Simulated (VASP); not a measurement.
Wanted: the native input for a VASP 6.6.1 run.

| Item | Value |
| --- | --- |
| Task | relaxation of cell and atoms |
| Functional | PBE |
| Potentials or basis | VASP PAW PBE potentials, release 64 (Ga_d, I, Cl) |
| Cutoff | 600 eV |
| k mesh | 4 × 4 × 4 |
| Occupations | gaussian, width 0.1 eV |
| Spin | no spin polarisation |
| Dipole correction | no |
| Further INCAR settings | ALGO = Normal; EDIFF = 1e-07; IBRION = 2; EDIFFG = -0.04; NSW = 90; ISIF = 3 |

The structure of Ga4ICl3 lies in POSCAR:

```
Ga4ICl3
1.0
   -3.4802677000      3.4802677000      3.4802677000
    3.4802677000     -3.4802677000      3.4802677000
    3.4802677000      3.4802677000     -3.4802677000
Ga I Cl
4 1 3
Direct
    0.5000000000      0.5000000000      0.5000000000
    0.0000000000      0.0000000000      0.5000000000
    0.0000000000      0.5000000000      0.0000000000
    0.5000000000      0.0000000000      0.0000000000
    0.0000000000      0.0000000000      0.0000000000
    0.5000000000      0.5000000000      0.0000000000
    0.5000000000      0.0000000000      0.5000000000
    0.0000000000      0.5000000000      0.5000000000
```

The input as run:

INCAR

```
PREC = Accurate
ENCUT = 600
EDIFF = 1E-7
ISMEAR = 0
SIGMA = 0.1
LREAL = F
LASPH = T
NELM = 60
ALGO = Normal
ISIF = 3
LWAVE = F
LCHARG = F
GGA = PE
IBRION = 2
NSW = 90
EDIFFG = -0.04
```

KPOINTS

```
regular mesh
0
Gamma
  4 4 4
```

Potentials or basis: VASP PAW PBE potentials, release 64 (Ga_d, I, Cl).

Command:

```sh
$ cat potpaw_PBE.64/Ga_d/POTCAR potpaw_PBE.64/I/POTCAR potpaw_PBE.64/Cl/POTCAR > POTCAR
$ mpirun -np 1 vasp_std > vasp.out
```

Results of the run:

```
Relaxed volume                        : 27.31 Å³/atom
Relaxed cell                          : a = 6.572 Å, b = 6.572 Å, c = 6.572 Å, α = 109.47°, β = 109.47°, γ = 109.47°
Space group after relaxing (to 0.1 Å) : Im-3m (No. 229)
Energy gained by relaxing             : 155.9 meV/atom
Ionic steps                           : 3
Pressure after relaxing               : -0.2 GPa
Band gap on the k mesh                : 1.24 eV
```

Caveat: the volume moved by over 15 % at a fixed basis, so the end points are rough; spin-orbit coupling is left out, which moves the levels of the heavy elements.

It took 4.4 min on 1 thread of AMD EPYC 9R14 (Zen 4), on a shared host, peak memory 0.34 GiB.
